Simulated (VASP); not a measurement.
The system is MnO.

```
Mn O
1.0
     0.00000    2.26752    2.26752
     2.26752    0.00000    2.26752
     2.26752    2.26752    0.00000
Mn O
1 1
Cartesian
  0.0000 0.0000 0.0000
  2.2675 2.2675 2.2675
```

Base run:

| Item | Value |
| --- | --- |
| Program | VASP 6.6.1 |
| Functional | r2SCAN |
| Potentials or basis | VASP PAW PBE potentials, release 64 (Mn_pv, O) |
| Cutoff | 520 eV |
| k mesh | 10 × 10 × 10 |
| Occupations | fermi-dirac, width 0.05 eV |
| Spin | collinear spin, ferromagnetic start |
| Starting moments | [4.0, 0.0] μB |

Its results: pressure -8.2 GPa; net moment 5.00 μB per cell; site moments Mn +4.56; O +0.21 μB.

The run is repeated on the same cell with these changes: functional from r2SCAN to PBEsol; dispersion from none to D4. What comes out?

Pressure -14.4 GPa; net moment 4.86 μB per cell; site moments Mn +4.40; O +0.20 μB.

Several settings changed at once, so the effect can't be laid on one alone.

Caveats: the PAW data sets were made with another functional, which shifts forces and pressure a little; a cell with one magnetic atom can't hold antiferromagnetic order, which such compounds often take; pairwise dispersion overbinds metals, which lowers pressure and volume (some runs).
